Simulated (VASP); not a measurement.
Here is a VASP 6.6.1 calculation.

INCAR

```
ALGO = Normal
EDIFF = 1E-6
ENCUT = 520
GGA = PE
ISIF = 2
ISMEAR = -1
LASPH = T
LCHARG = T
LELF = T
LREAL = F
LVHAR = T
LWAVE = F
NBANDS = 14
NELM = 80
PREC = Accurate
SIGMA = 0.1
```

KPOINTS

```
k-points
0
Gamma
  10 10 10
```

The input POSCAR:

```
I
1.0
    0.0000000000      3.5943373632      3.5943373632
    3.5943373632      0.0000000000      3.5943373632
    3.5943373632      3.5943373632      0.0000000000
I
2
Direct
   -0.1250000000     -0.1250000000     -0.1250000000
    0.1250000000      0.1250000000      0.1250000000
```

Potentials or basis: VASP PAW PBE potentials, release 64 (I).

The run is started by

```console
$ cat potpaw_PBE.64/I/POTCAR > POTCAR
$ mpirun -np 1 vasp_std > vasp.out
```

Question: Predict the pressure.

Answer: 5.7 GPa.

Question: Estimate the band gap on the k mesh.

Answer: Zero (band 7 reaches 3.41 eV, above the bottom of band 8 at 1.41 eV).

Caveat: spin-orbit coupling is left out, which moves the levels of the heavy elements.
